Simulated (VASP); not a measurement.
Wanted: the native input for a VASP 6.6.1 run.

* Task: single point
* Functional: r2SCAN
* Potentials or basis: VASP PAW PBE potentials, release 64 (Al)
* Cutoff: 520 eV
* k mesh: 6 × 6 × 4
* Occupations: gaussian, width 0.1 eV
* Spin: no spin polarisation
* Dipole correction: no
* Further INCAR settings: ALGO = Normal; EDIFF = 1e-06; NBANDS = 10

Al:

```xyz
2
Lattice="2.7017 0.0000 0.0000 -1.3509 2.3398 0.0000 0.0000 0.0000 4.1800" Properties=species:S:1:pos:R:3 pbc="T T T"
Al    0.0000    1.5598    1.0450
Al    1.3509    0.7799    3.1350
```

This isn't the form of Al at room conditions, which is fcc.

The input as run:

POSCAR

```
Al
1.0
    2.7017199006      0.0000000000      0.0000000000
   -1.3508599503      2.3397580678      0.0000000000
    0.0000000000      0.0000000000      4.1799844988
Al
2
Direct
    0.3333333333      0.6666666667      0.2500000000
    0.6666666667      0.3333333333      0.7500000000
```

INCAR.step1

```
SYSTEM = Al
ALGO = Normal
EDIFF = 1E-4
ENCUT = 520
GGA = PE
ISMEAR = 0
LASPH = .TRUE.
LCHARG = .FALSE.
LREAL = .FALSE.
LWAVE = .TRUE.
NBANDS = 10
NELM = 80
PREC = Accurate
SIGMA = 0.1
```

INCAR.step2

```
SYSTEM = Al
ALGO = Normal
EDIFF = 1E-6
ENCUT = 520
ISIF = 2
ISMEAR = 0
ISTART = 1
LASPH = .TRUE.
LCHARG = .FALSE.
LMIXTAU = .TRUE.
LREAL = .FALSE.
LWAVE = .FALSE.
METAGGA = R2SCAN
NBANDS = 10
NELM = 80
PREC = Accurate
SIGMA = 0.1
```

KPOINTS

```
k-points
0
G
  6 6 4
  0 0 0
```

Potentials or basis: VASP PAW PBE potentials, release 64 (Al).

Command:

```sh
$ cat potpaw_PBE.64/Al/POTCAR > POTCAR
$ cp INCAR.step1 INCAR
$ mpirun -np 1 vasp_std > vasp.out
$ cp INCAR.step2 INCAR
$ mpirun -np 1 vasp_std > vasp.out
```

Results of the run:

* Pressure: 26.5 GPa
* Band gap on the k mesh: zero (bands 3 and 4 overlap by 9.42 eV)

Caveat: the k points lie up to 0.45 Å⁻¹ apart, too coarse for converged energies and pressures of a metal; the PAW data sets were made with another functional, which shifts forces and pressure a little.

It took 20 s on 1 thread of Intel Xeon 8259CL, on a shared host, peak memory 0.13 GiB.
